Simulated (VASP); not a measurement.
A run of VASP 6.6.1:

The input INCAR:

```
SYSTEM = P
PREC = Accurate ; ENCUT = 600
EDIFF = 1E-6 ; ISMEAR = 0
SIGMA = 0.1 ; LREAL = .FALSE.
LASPH = .TRUE. ; NELM = 80
ALGO = Normal ; ISIF = 3
LWAVE = .FALSE. ; LCHARG = .FALSE.
GGA = PS ; IVDW = 12
IBRION = 2 ; NSW = 100
EDIFFG = -0.005
```

The input KPOINTS:

```
regular mesh
0
G
  18 18 18
  0 0 0
```

File POSCAR:

```
P
1.0
    2.3915675751      0.0000000000      0.0000000000
    0.0000000000      2.3915675751      0.0000000000
    0.0000000000      0.0000000000      2.3924493948
P
1
Direct
    0.0000000000      0.0000000000      0.0000000000
```

Potentials or basis: VASP PAW PBE potentials, release 64 (P).

Run with:

```console
$ cat potpaw_PBE.64/P/POTCAR > POTCAR
$ mpirun -np 1 vasp_std > vasp.out
```

Hardware: 1 thread of Intel(R) Xeon(R) Platinum 8375C CPU @ 2.90GHz (Ice Lake) (shared host).

Estimate the wall time of this run.

Wall time 25 s on 1 thread of Intel(R) Xeon(R) Platinum 8375C CPU @ 2.90GHz (Ice Lake), with other jobs on the host, peak memory 0.17 GiB. Counts: scf iterations 14, k points 550, ion steps 2.
